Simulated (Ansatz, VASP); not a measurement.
Li5Be: VASP beside Ansatz

```
Li Be
1.0
     4.85189    0.00000    0.00000
    -2.42594    4.20186    0.00000
     0.00000    0.00000   24.95190
Li Be
5 1
Direct
  0.16667 0.33333 0.40211
  0.50000 0.00000 0.44444
  0.16667 0.33333 0.52135
  0.50000 0.00000 0.55556
  0.83333 0.66667 0.59789
  0.83333 0.66667 0.47865
```

Alike in both runs: task single point; functional PBE; k mesh 9 × 9 × 1; occupations fermi-dirac, width 0.08 eV; no spin polarisation.

|  | VASP | Ansatz |
| --- | --- | --- |
| version | VASP 6.6.1 | Ansatz 0.2.0 |
| potentials or method | VASP PAW PBE potentials, release 64 (Li_sv, Be), cutoff 520 eV | all-electron LAPW, scalar-relativistic |

|  | VASP | Ansatz | Ansatz less VASP |
| --- | --- | --- | --- |
| rms of the force components (eV/Å) | 0.156 | 0.157 | +0.0003 |

Ansatz ran all-electron here, and VASP with PAW potentials. Ansatz's warnings: vacuum below fermi.

Noted on VASP's run: the cutoff is under 1.25 times that of the potentials, so the pressure is a little rough.
